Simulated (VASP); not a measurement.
A run of VASP 6.6.1 is set up as follows.

The input INCAR:

```
ALGO = Normal ; EDIFF = 1E-7
ENCUT = 520 ; GGA = CA
ISIF = 2 ; ISMEAR = 0
LASPH = T ; LCHARG = F
LREAL = F ; LWAVE = F
NBANDS = 16 ; NELM = 80
PREC = Accurate ; SIGMA = 0.05
```

KPOINTS

```
k-points
0
Gamma
  10 10 10
```

The input POSCAR:

```
ZnS
1.0
    1.4311214184      3.5778035460      3.5778035460
    3.5778035460      1.4311214184      3.5778035460
    3.5778035460      3.5778035460      1.4311214184
Zn S
1 1
Direct
    0.0000000000      0.0000000000      0.0000000000
    0.7500000000      0.7500000000      0.7500000000
```

Potentials or basis: VASP PAW LDA potentials, release 64 (Zn, S).

The run is started by

```bash
$ cat potpaw_LDA.64/Zn/POTCAR potpaw_LDA.64/S/POTCAR > POTCAR
$ mpirun -np 1 vasp_std > vasp.out
```

Task: What does it give for the largest force?

Result: 1.553 eV/Å.

Task: Predict the pressure.

Result: 18.0 GPa.

Forces on the atoms (eV/Å):
```
Zn  -0.897 -0.897 -0.897
S    0.897  0.897  0.897
```

Caveat: the cell stands under pressure; forces of over 1 eV/Å act on the atoms, so gaps and moduli don't describe the material at rest.
